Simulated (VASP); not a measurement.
Write the native input for VASP 6.6.1 that does the following.

```
Task                               : single point
Functional                         : PBE0
Potentials or basis                : VASP PAW PBE potentials, release 64 (K_sv, I)
Cutoff                             : 520 eV
k mesh                             : 4 × 4 × 4
Occupations                        : gaussian, width 0.01 eV
Spin                               : no spin polarisation
Dipole correction                  : no
Grid for exact exchange (PRECFOCK) : Normal
Further INCAR settings             : ALGO = Normal; EDIFF = 1e-06; NBANDS = 15
Share of exact exchange            : 0.25
```

KI:

```
CELL_PARAMETERS angstrom
0.00000 3.96589 3.96589
3.96589 0.00000 3.96589
3.96589 3.96589 0.00000
ATOMIC_POSITIONS crystal
K 0.00000 0.00000 0.00000
I 0.25000 0.25000 0.25000
```

The input as run:

POSCAR

```
KI
1.0
    0.0000000000      3.9658945178      3.9658945178
    3.9658945178      0.0000000000      3.9658945178
    3.9658945178      3.9658945178      0.0000000000
K I
1 1
Direct
    0.0000000000      0.0000000000      0.0000000000
    0.2500000000      0.2500000000      0.2500000000
```

INCAR.step1

```
SYSTEM = KI
ALGO = Normal ; EDIFF = 1E-5
ENCUT = 520 ; GGA = PE
ISIF = 2 ; ISMEAR = 0
LASPH = .True. ; LCHARG = .False.
LREAL = .False. ; LWAVE = .True.
NBANDS = 15 ; NELM = 100
PREC = Accurate ; SIGMA = 0.01
```

INCAR.step2

```
SYSTEM = KI
AEXX = 0.25 ; ALGO = Normal
EDIFF = 1E-6 ; ENCUT = 520
GGA = PE ; ISIF = 2
ISMEAR = 0 ; ISTART = 1
LASPH = .True. ; LCHARG = .False.
LHFCALC = .True. ; LREAL = .False.
LWAVE = .False. ; NBANDS = 15
NELM = 100 ; PREC = Accurate
PRECFOCK = Normal ; SIGMA = 0.01
```

KPOINTS

```
k-points
0
Gamma
  4 4 4
  0 0 0
```

Potentials or basis: VASP PAW PBE potentials, release 64 (K_sv, I).

Command:

```sh
$ cat potpaw_PBE.64/K_sv/POTCAR potpaw_PBE.64/I/POTCAR > POTCAR
$ cp INCAR.step1 INCAR
$ mpirun -np 1 vasp_std > vasp.out
$ cp INCAR.step2 INCAR
$ mpirun -np 1 vasp_std > vasp.out
```

Results of the run:

```yaml
Pressure: 0.1 GPa
Band_gap_on_the_k_mesh: 5.60 eV
```

Caveat: the PAW data sets were made with another functional, which shifts forces and pressure a little; spin-orbit coupling is left out, which moves the levels of the heavy elements.

Wall time 4.7 min on 1 thread of Intel(R) Xeon(R) 6975P-C (Granite Rapids), on a shared host, peak memory 0.28 GiB.
